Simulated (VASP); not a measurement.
# Si in VASP: relaxation of the atoms with PBE

Aim: the relaxation of the atoms of Si with PBE.

Program: VASP 6.6.1. These are calculated values, not measurements. Logs are shortened: lines on timing, memory, paths and dates and some standing lists are left out, and cuts for length are marked.

**1. The cell of the first run**

The cell holds a slab with vacuum, 8 atoms: a = 3.851 Å, b = 6.365 Å, c = 18.447 Å, α = 90.00°, β = 90.00°, γ = 90.00°.

**2. Relaxation of the atoms, PBE**

Input file INCAR:

```
ALGO = Normal
DIPOL = 0.5 0.5 0.500
EDIFF = 1E-6
EDIFFG = -0.03
ENCUT = 520
GGA = PE
IBRION = 2
IDIPOL = 3
ISIF = 2
ISMEAR = 0
LASPH = True
LCHARG = False
LDIPOL = True
LREAL = False
LUSENCCL = False
LWAVE = False
NELM = 100
NSW = 70
PREC = Accurate
SIGMA = 0.05
```

Input file KPOINTS:

```
k-points
0
Gamma
  8 5 1
```

Input file POSCAR:

```
Si
1.0
    3.8510821935      0.0000000000      0.0000000000
    0.0000000000      6.3646811531      0.0000000000
    0.0000000000      0.0000000000     18.4468466821
Si
8
Selective dynamics
Direct
    0.0000000000      0.9370679262      0.3794686496  F F F
    0.0000000000      0.5629320738      0.3794686496  F F F
    0.5000000000      0.4370679262      0.4397343248  F F F
    0.5000000000      0.0629320738      0.4397343248  F F F
    0.5000000000      0.9370679262      0.5602656752  T T T
    0.5000000000      0.5629320738      0.5602656752  T T T
    0.0000000000      0.4370679262      0.6205313504  T T T
    0.0000000000      0.0629320738      0.6205313504  T T T
```

Potentials or basis: VASP PAW PBE potentials, release 64 (Si).

Run with:

```console
cat potpaw_PBE.64/Si/POTCAR > POTCAR
mpirun -np 1 vasp_std > vasp.out
```

OUTCAR:

```text
EDIFF = 1E-6
   EDIFFG = -0.03
   ENCUT = 520
   GGA = PE
   IBRION = 2
   ISIF = 2
   ISMEAR = 0
   LASPH = True
   LREAL = False
   NELM = 100
   NSW = 70
   PREC = Accurate

 ion  position               nearest neighbor table
   1  0.000  0.937  0.379-   4 2.36   4 2.36   2 2.38
   2  0.000  0.563  0.379-   3 2.36   3 2.36   1 2.38
   3  0.500  0.437  0.440-   2 2.36   2 2.36   6 2.36   4 2.38
   4  0.500  0.063  0.440-   1 2.36   1 2.36   5 2.36   3 2.38
   5  0.500  0.937  0.560-   8 2.36   8 2.36   4 2.36   6 2.38
   6  0.500  0.563  0.560-   7 2.36   7 2.36   3 2.36   5 2.38
   7  0.000  0.437  0.621-   6 2.36   6 2.36   8 2.38
   8  0.000  0.063  0.621-   5 2.36   5 2.36   7 2.38

  LATTYP: Found a simple orthorhombic cell.
 ALAT       =     3.8510821935
 B/A-ratio  =     1.6526993799
 C/A-ratio  =     4.7900423193

  Lattice vectors:

 A1 = (   3.8510821935,   0.0000000000,   0.0000000000)
 A2 = (   0.0000000000,   6.3646811531,   0.0000000000)
 A3 = (   0.0000000000,   0.0000000000,  18.4468466821)

Analysis of symmetry for initial positions (statically):
=====================================================================
 Subroutine PRICEL returns:
 Original cell was already a primitive cell.

 Routine SETGRP: Setting up the symmetry group for a
 simple orthorhombic supercell.

 Subroutine GETGRP returns: Found  8 space group operations
 (whereof  4 operations were pure point group operations)
 out of a pool of  8 trial point group operations.

The static configuration has the point symmetry C_2h.
 The point group associated with its full space group is D_2h.

Analysis of symmetry for dynamics (positions and initial velocities):
=====================================================================
 Subroutine PRICEL returns:
 Original cell was already a primitive cell.

 Routine SETGRP: Setting up the symmetry group for a
 simple orthorhombic supercell.

 Subroutine GETGRP returns: Found  8 space group operations
 (whereof  4 operations were pure point group operations)
 out of a pool of  8 trial point group operations.

The dynamic configuration has the point symmetry C_2h.
 The point group associated with its full space group is D_2h.

Analysis of constrained symmetry for selective dynamics:
=====================================================================
 Subroutine PRICEL returns:
 Original cell was already a primitive cell.

 Routine SETGRP: Setting up the symmetry group for a
 simple orthorhombic supercell.

 Subroutine GETGRP returns: Found  4 space group operations
 (whereof  2 operations were pure point group operations)
 out of a pool of  8 trial point group operations.

The constrained configuration has the point symmetry C_1h.
 The point group associated with its full space group is C_2v.

 Subroutine INISYM returns: Found  4 space group operations
 (whereof  2 operations are pure point group operations),
 and found     1 'primitive' translations

----------------------------------------------------------------------------------------

                                     Primitive cell

  volume of cell :     452.1490

  direct lattice vectors                    reciprocal lattice vectors
     3.851082193  0.000000000  0.000000000     0.259667270  0.000000000  0.000000000
     0.000000000  6.364681153  0.000000000     0.000000000  0.157117061  0.000000000
     0.000000000  0.000000000 18.446846682     0.000000000  0.000000000  0.054209807

  length of vectors
     3.851082193  6.364681153 18.446846682     0.259667270  0.157117061  0.054209807

  position of ions in fractional coordinates (direct lattice)
     0.000000000  0.937067926  0.379468650
     0.000000000  0.562932074  0.379468650
     0.500000000  0.437067926  0.439734325
     0.500000000  0.062932074  0.439734325
     0.500000000  0.937067926  0.560265675
     0.500000000  0.562932074  0.560265675
     0.000000000  0.437067926  0.620531350
     0.000000000  0.062932074  0.620531350

  ion indices of the primitive-cell ions
   primitive index   ion index
                 1           1
                 2           2
                 3           3
                 4           4
                 5           5
[... 33 lines left out ...]
  0.125000  0.000000  0.000000      2.000000
  0.250000  0.000000  0.000000      2.000000
  0.375000  0.000000  0.000000      2.000000
  0.500000  0.000000  0.000000      1.000000
  0.000000  0.200000  0.000000      2.000000
  0.125000  0.200000  0.000000      4.000000
  0.250000  0.200000  0.000000      4.000000
  0.375000  0.200000  0.000000      4.000000
  0.500000  0.200000  0.000000      2.000000
  0.000000  0.400000  0.000000      2.000000
  0.125000  0.400000  0.000000      4.000000
  0.250000  0.400000  0.000000      4.000000
  0.375000  0.400000  0.000000      4.000000
  0.500000  0.400000  0.000000      2.000000
   k-points           NKPTS =     15   k-points in BZ     NKDIM =     15   number of bands    NBANDS=     21
   number of dos      NEDOS =    301   number of ions     NIONS =      8
   total plane-waves  NPLWV = 201600
   dimension x,y,z NGX =    30 NGY =   48 NGZ =  140
   dimension x,y,z NGXF=    60 NGYF=   96 NGZF=  280
   ions per type =               8
   NGX,Y,Z   is equivalent  to a cutoff of  12.95, 12.54, 12.62 a.u.
   NGXF,Y,Z  is equivalent  to a cutoff of  25.90, 25.08, 25.23 a.u.
 SYSTEM =  unknown system
   PREC   = accura    normal or accurate (medium, high low for compatibility)
   ISTART =      0    job   : 0-new  1-cont  2-samecut
   ICHARG =      2    charge: 1-file 2-atom 10-const
   ISPIN  =      1    spin polarized calculation?
   LNONCOLLINEAR =      F non collinear calculations
   LSORBIT =      F    spin-orbit coupling
   LASPH  =      T    aspherical Exc in radial PAW
   ENCUT  =  520.0 eV  38.22 Ry    6.18 a.u.   7.16 11.83 34.30*2*pi/ulx,y,z
   NELM   =    100;   NELMIN=  2; NELMDL= -5     # of ELM steps
   EDIFF  = 0.1E-05   stopping-criterion for ELM
   LREAL  =      F    real-space projection
   EDIFFG = -.3E-01   stopping-criterion for IOM
   NSW    =     70    number of steps for IOM
   IBRION =      2    ionic relax: 0-MD 1-quasi-New 2-CG
   NFREE  =      1    steps in history (QN), initial steepest desc. (CG)
   ISIF   =      2    stress and relaxation
   ISYM   =      2    0-nonsym 1-usesym 2-fastsym
   POTIM  = 0.5000    time-step for ionic-motion
   TEBEG  =    0.0;   TEEND  =   0.0 temperature during run
   PSTRESS=    0.0 pullay stress
   NELECT =      32.0000    total number of electrons
   NUPDOWN=      -1.0000    fix difference up-down
   EMIN   =  10.00;   EMAX   =-10.00  energy-range for DOS
   EFERMI =   0.00;   METHOD = LEGACY
   ISMEAR =     0;   SIGMA  =   0.05  broadening in eV -4-tet -1-fermi 0-gaus
   EFERMI_NEDOS =   21; number of points for ismear=-14 and -15
   IALGO  =     38    algorithm
   IMIX   =      4    mixing-type and parameters
     AMIX     =   0.40;   BMIX     =  1.00
     AMIX_MAG =   1.60;   BMIX_MAG =  1.00
  volume/ion in A,a.u.               =      56.52       381.41
  Fermi-wavevector in a.u.,A,eV,Ry     =   0.677170  1.279666  6.239075  0.458559
  Thomas-Fermi vector in A             =   1.754699
   LORBIT       =      0    0 simple, 1 ext, 2 COOP (PROOUT), +10 PAW based schemes
   GGA     = PE    functional components
   LHFCALC =     F    Hartree Fock is set to
   AEXX    =    0.0000 exact exchange contribution
   IVDW    =     0    specifies the selected vdW correction
   LEPSILON=     F    determine dielectric tensor
   LRPA    =     F    only Hartree local field effects (RPA)
 conjugate gradient relaxation of ions
 non-spin polarized calculation
 Gauss-broadening in eV      SIGMA  =   0.05
  energy-cutoff  :      520.00
  volume of cell :      452.15
 maximum number of plane-waves:     12230
 NGX is ok and might be reduce to    30
   NGX = 15   NGY = 23   NGZ = 69

--------------------------------------- Ionic step        1  -------------------------------------------

 number of electron      31.9999999 magnetization

 Free energy of the ion-electron system (eV)
  ---------------------------------------------------
  ext. energy  EPLUGINS =         0.00000000
  ---------------------------------------------------
  free energy    TOTEN  =       -39.22292311 eV

  energy without entropy =      -39.21912716  energy(sigma->0) =      -39.22102513

------------------------ aborting loop because EDIFF is reached ----------------------------------------

  FORCE on cell =-STRESS in cart. coord.  units (eV):
  Direction    XX          YY          ZZ          XY          YZ          ZX
  --------------------------------------------------------------------------------------
  -------------------------------------------------------------------------------------
  Total       -0.4835744     -4.8316168     -2.3991870      0.0000000      0.0000000      0.0000000
  in kB       -1.7135323    -17.1206987     -8.5014518      0.0000000      0.0000000      0.0000000
  external PRESSURE =      -9.1118943 kB  Pullay stress =       0.0000000 kB
[... 23 lines left out ...]
  FREE ENERGIE OF THE ION-ELECTRON SYSTEM (eV)
  ---------------------------------------------------
  free  energy   TOTEN  =       -39.2229231076 eV

  energy  without entropy=      -39.2191271623  energy(sigma->0) =      -39.22102513

 dipolmoment           0.000000      0.000000      0.001038 electrons x Angstroem

--------------------------------------- Ionic step        2  -------------------------------------------

 number of electron      31.9999999 magnetization

------------------------ aborting loop because EDIFF is reached ----------------------------------------
[... 39 lines left out ...]
 number of electron      31.9999999 magnetization

------------------------ aborting loop because EDIFF is reached ----------------------------------------

 vacuum level on the upper side and lower side of the slab       (xc-potential included)        -0.108        -0.059

  FORCE on cell =-STRESS in cart. coord.  units (eV):
  Direction    XX          YY          ZZ          XY          YZ          ZX
  --------------------------------------------------------------------------------------
  -------------------------------------------------------------------------------------
  Total        0.4086745     -2.0860818     -3.5557331      0.0000000      0.0000000      0.0000000
  in kB        1.4481268     -7.3919726    -12.5996407      0.0000000      0.0000000      0.0000000
  external PRESSURE =      -6.1811622 kB  Pullay stress =       0.0000000 kB
[... 23 lines left out ...]
  FREE ENERGIE OF THE ION-ELECTRON SYSTEM (eV)
  ---------------------------------------------------
  free  energy   TOTEN  =       -39.3609763823 eV

  energy  without entropy=      -39.3582553134  energy(sigma->0) =      -39.35961585

[... ionic steps 4 to 9 ...]

--------------------------------------- Ionic step       10  -------------------------------------------

 number of electron      31.9999999 magnetization

------------------------ aborting loop because EDIFF is reached ----------------------------------------
[... 79 lines left out ...]
--------------------------------------- Ionic step       12  -------------------------------------------

 number of electron      31.9999999 magnetization

 dipolmoment           0.000000      0.000000     -0.020312 electrons x Angstroem

 Free energy of the ion-electron system (eV)
  ---------------------------------------------------
  ext. energy  EPLUGINS =         0.00000000
  ---------------------------------------------------
  free energy    TOTEN  =       -39.39848458 eV

  energy without entropy =      -39.39335639  energy(sigma->0) =      -39.39592048

 E-fermi :  -0.9300     XC(G=0):  -4.1513

 val. band max:       -0.9355634418   @ k =   0.0000   0.0000   0.0000
 cond. band min:      -0.8926813903   @ k =   0.1250   0.2000   0.0000
 fundamental gap:      0.0428820515
 Fermi energy:        -0.9300283388

 k-point     1 :       0.0000    0.0000    0.0000
  band No.  band energies     occupation
      1     -12.5010      2.00000
      2     -11.1943      2.00000
      3     -10.1863      2.00000
      4      -8.8055      2.00000
      5      -8.1744      2.00000
      6      -7.7091      2.00000
[... 349 lines left out ...]
     20       1.3405      0.00000
     21       1.3460      0.00000

------------------------ aborting loop because EDIFF is reached ----------------------------------------

 vacuum level on the upper side and lower side of the slab       (xc-potential included)        -0.081         0.065

  FORCE on cell =-STRESS in cart. coord.  units (eV):
  Direction    XX          YY          ZZ          XY          YZ          ZX
  --------------------------------------------------------------------------------------
  -------------------------------------------------------------------------------------
  Total        1.4464179     -1.1299804     -1.4010508      0.0000000      0.0000000      0.0000000
  in kB        5.1253412     -4.0040538     -4.9645843      0.0000000      0.0000000      0.0000000
  external PRESSURE =      -1.2810990 kB  Pullay stress =       0.0000000 kB
[... 23 lines left out ...]
  FREE ENERGIE OF THE ION-ELECTRON SYSTEM (eV)
  ---------------------------------------------------
  free  energy   TOTEN  =       -39.3984845762 eV

  energy  without entropy=      -39.3933563878  energy(sigma->0) =      -39.39592048

 reached required accuracy - stopping structural energy minimisation

 vacuum level on the upper side and lower side of the slab         3.640         3.789
```

Wall time 5.2 min (1 × NVIDIA H100 80GB with 1 thread of AMD EPYC 7R13 (Zen 3), shared host); peak memory 1.5 GiB.

Results:

```
Free energy               : -39.3985 eV
Energy gained by relaxing : 21.9 meV/atom
Ionic steps               : 12
Band gap on the k mesh    : zero (bands 16 and 17 overlap by 0.37 eV)
```

The path:
| step | energy change (eV) | largest force on free atoms (eV/Å) | pressure (GPa) |
| --- | --- | --- | --- |
| 1 | 0.0000 | 0.8532 | -0.91 |
| 2 | -0.0914 | 0.5810 | -0.81 |
| 3 | -0.1381 | 0.3512 | -0.62 |
| 4 | -0.1381 | 0.3616 | -0.61 |
| 5 | -0.1479 | 0.2122 | -0.54 |
| 6 | -0.1481 | 0.2524 | -0.53 |
| 7 | -0.1573 | 0.1994 | -0.45 |
| 8 | -0.1714 | 0.2020 | -0.23 |
| 9 | -0.1718 | 0.2408 | -0.19 |
| 10 | -0.1745 | 0.1402 | -0.09 |
| 11 | -0.1753 | 0.0498 | -0.13 |
| 12 | -0.1756 | 0.0242 | -0.13 |

Final structure:
```
Si
1.0
     3.85108    0.00000    0.00000
     0.00000    6.36468    0.00000
     0.00000    0.00000   18.44685
Si
8
Cartesian
  0.0000 5.9641 7.0000
  0.0000 3.5829 7.0000
  1.9255 2.7818 8.1117
  1.9255 0.4005 8.1117
  1.9255 5.9400 10.3489
  1.9255 3.6070 10.3489
  0.0000 2.7093 11.2509
  0.0000 0.4730 11.2509
```

The gap in the log of VASP goes by the Fermi energy; the results here count the filled bands.